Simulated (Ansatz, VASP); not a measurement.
## One calculation of HfO2, two programs

INCAR

```
SYSTEM = HfO2
PREC = Accurate
ENCUT = 520
EDIFF = 1E-6
ISMEAR = -1
SIGMA = 0.01
LREAL = .False.
LASPH = .True.
NELM = 80
ALGO = Normal
ISIF = 2
LWAVE = .False.
LCHARG = .True.
LELF = .True.
LVHAR = .True.
NBANDS = 18
```

File KPOINTS:

```
regular mesh
0
Gamma
  9 9 9
  0 0 0
```

POSCAR

```
HfO2
1.0
    0.0000000000      2.5052914730      2.5052914730
    2.5052914730      0.0000000000      2.5052914730
    2.5052914730      2.5052914730      0.0000000000
Hf O
1 2
Direct
    0.0000000000      0.0000000000      0.0000000000
    0.2500000000      0.2500000000      0.2500000000
    0.7500000000      0.7500000000      0.7500000000
```

Input for Ansatz:

```yaml
crystal:
  lattice:
    - [0.0, 2.505291473, 2.505291473]
    - [2.505291473, 0.0, 2.505291473]
    - [2.505291473, 2.505291473, 0.0]
  atoms:
    - { symbol: Hf, position: [0.0, 0.0, 0.0] }
    - { symbol: O, position: [0.25, 0.25, 0.25] }
    - { symbol: O, position: [0.75, 0.75, 0.75] }
kpoints:
  mp_grid: { grid: [9, 9, 9] }
  band_path:
    path:
      - [0.0, 0.0, 0.0]
      - [0.5, 0.0, 0.5]
      - [0.625, 0.25, 0.625]
      - [0.375, 0.375, 0.75]
      - [0.0, 0.0, 0.0]
      - [0.5, 0.5, 0.5]
      - [0.5, 0.25, 0.75]
      - [0.5, 0.0, 0.5]
    npoints: 5
scf:
  occupations: { method: fermi_dirac, width: 0.01 }
hamiltonian:
  xc: lda
  pseudopotentials: { kind: all_electron, lapw: { basis_error: 0.001 } }
output:
  forces: true
  stress: true
  eigenvalues: true
```

Change from the starting cell: volume scaled by 0.94.

Alike in both runs: task single point; functional LDA; k mesh 9 × 9 × 9; occupations fermi-dirac, width 0.01 eV; no spin polarisation.

|  | VASP | Ansatz |
| --- | --- | --- |
| version | VASP 6.6.1 | Ansatz 0.2.0 |
| potentials or method | VASP PAW LDA potentials, release 64 (Hf_pv, O), cutoff 520 eV | all-electron LAPW, scalar-relativistic |

Ansatz gave:

```
gap on the k mesh at the Fermi level (eV) : 3.76
pressure (GPa)                            : -1.4
```

What did VASP give for the same quantities?

gap on the k mesh at the Fermi level (eV): 3.81; pressure (GPa): -4.8.

LDA's correlation is that of Perdew and Zunger in VASP and of Perdew and Wang (1992) in Ansatz. Ansatz ran all-electron here, and VASP with PAW potentials.

Spin-orbit coupling is off throughout.
